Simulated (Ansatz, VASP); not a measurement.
## Two plane-wave programs on Cd3HgS4

The input INCAR:

```
SYSTEM = Cd3HgS4
ALGO = Normal ; EDIFF = 1E-6
ENCUT = 520 ; GGA = PS
ISIF = 2 ; ISMEAR = 0
LASPH = .TRUE. ; LCHARG = .FALSE.
LREAL = .FALSE. ; LWAVE = .FALSE.
NBANDS = 46 ; NELM = 100
PREC = Accurate ; SIGMA = 0.02
```

Contents of KPOINTS:

```
k-points
0
G
  6 6 6
  0 0 0
```

The input POSCAR:

```
Cd3HgS4
1.0
    5.9421916820      0.0000000000      0.0000000000
    0.0000000000      5.9421916820      0.0000000000
    0.0000000000      0.0000000000      5.9421916820
Cd Hg S
3 1 4
Direct
    0.5000000000      0.0000000000      0.5000000000
    0.5000000000      0.5000000000      0.0000000000
    0.0000000000      0.5000000000      0.5000000000
    0.0000000000      0.0000000000      0.0000000000
    0.2518945959      0.7481054041      0.7481054041
    0.2518945959      0.2518945959      0.2518945959
    0.7481054041      0.7481054041      0.2518945959
    0.7481054041      0.2518945959      0.7481054041
```

Input for Ansatz:

```yaml
crystal:
  lattice:
    - [5.942191682, 0.0, 0.0]
    - [0.0, 5.942191682, 0.0]
    - [0.0, 0.0, 5.942191682]
  atoms:
    - { symbol: Cd, position: [0.5, 0.0, 0.5] }
    - { symbol: Cd, position: [0.5, 0.5, 0.0] }
    - { symbol: Cd, position: [0.0, 0.5, 0.5] }
    - { symbol: Hg, position: [0.0, 0.0, 0.0] }
    - { symbol: S, position: [0.2518945959, 0.7481054041, 0.7481054041] }
    - { symbol: S, position: [0.2518945959, 0.2518945959, 0.2518945959] }
    - { symbol: S, position: [0.7481054041, 0.7481054041, 0.2518945959] }
    - { symbol: S, position: [0.7481054041, 0.2518945959, 0.7481054041] }
basis:
  ecutwfc: 420
kpoints:
  mp_grid: { grid: [6, 6, 6] }
  band_path:
    path:
      - [[0.0, 0.0, 0.0], [0.0, 0.5, 0.0], [0.5, 0.5, 0.0], [0.0, 0.0, 0.0], [0.5, 0.5, 0.5], [0.0, 0.5, 0.0]]
      - [[0.5, 0.5, 0.5], [0.5, 0.5, 0.0]]
    npoints: 14
hamiltonian:
  xc: pbesol
scf:
  occupations: { method: gaussian, width: 0.02 }
  n_extra_bands: 20
output:
  forces: true
  stress: true
  eigenvalues: true
  populations: true
  dos: { projected: true, de: 0.02, nscf_kmesh: { grid: [9, 9, 9] } }
  bader: true
  write_density: true
  write_potential: true
  elf: true
  volumetric_format: npy
```

Alike in both runs: task single point; functional PBEsol; k mesh 6 × 6 × 6; occupations gaussian, width 0.02 eV; no spin polarisation.

|  | VASP | Ansatz |
| --- | --- | --- |
| version | VASP 6.6.1 | Ansatz 0.2.0 |
| potentials or method | VASP PAW PBE potentials, release 64 (Cd, Hg, S), cutoff 520 eV | scalar-relativistic, plane waves, PAW |
| valence electrons in the cell | 72 | 104 |

|  | VASP | Ansatz | Ansatz less VASP |
| --- | --- | --- | --- |
| gap on the k mesh at the Fermi level (eV) | 0.49 | 0.49 | -0.001 |
| least direct gap on the mesh (eV) | 0.49 | 0.49 | -0.001 |
| pressure (GPa) | -2.6 | -2.9 | -0.32 |
| rms of the force components (eV/Å) | 0.008 | 0.009 | +0.0001 |

VASP's potentials were made for PBE, not for PBEsol. Atom by atom the forces differ by 0.000 eV/Å (rms over components). VASP's potentials hold 72 valence electrons a cell and Ansatz's 104, so a difference there can come from the potentials and not from the codes.

Spin-orbit coupling is off throughout.
